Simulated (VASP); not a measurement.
Wanted: the native input for a VASP 6.6.1 run.

```
Task                   : single point
Functional             : PBE
Dispersion             : D3(BJ)
Potentials or basis    : VASP PAW PBE potentials, release 64 (C)
Cutoff                 : 520 eV
k mesh                 : 15 × 15 × 1
Occupations            : gaussian, width 0.05 eV
Spin                   : no spin polarisation
Dipole correction      : yes
Further INCAR settings : ALGO = Normal; EDIFF = 1e-06; NBANDS = 11
```

The structure of C lies in POSCAR:

```
C
1.0
    2.4560959400      0.0000000000      0.0000000000
   -1.2280479700      2.1270618200      0.0000000000
    0.0000000000      0.0000000000     18.0000000000
C
2
Direct
    0.0833794600      0.1667589200      0.5000000000
    0.4166205400      0.8332410800      0.5000000000
```

These files were run (other wordings do the same):

INCAR

```
  PREC = Accurate
  ENCUT = 520
  EDIFF = 1E-6
  ISMEAR = 0
  SIGMA = 0.05
  LREAL = False
  LASPH = True
  NELM = 100
  ALGO = Normal
  ISIF = 2
  LWAVE = False
  LCHARG = True
  LDIPOL = True
  IDIPOL = 3
  DIPOL = 0.5 0.5 0.500
  GGA = PE
  IVDW = 12
  LELF = True
  LVHAR = True
  LVACPOTAV = True
  NBANDS = 11
```

KPOINTS

```
regular mesh
0
Gamma
  15 15 1
```

Potentials or basis: VASP PAW PBE potentials, release 64 (C).

Command:

```sh
$ cat potpaw_PBE.64/C/POTCAR > POTCAR
$ mpirun -np 1 vasp_std > vasp.out
```

Results of the run:

| Item | Value |
| --- | --- |
| Largest force | 0.015 eV/Å |
| Dispersion energy per atom | -0.089 eV |

It took 120 s on 1 thread of Intel Xeon 8259CL, with other jobs on the host, peak memory 0.23 GiB.
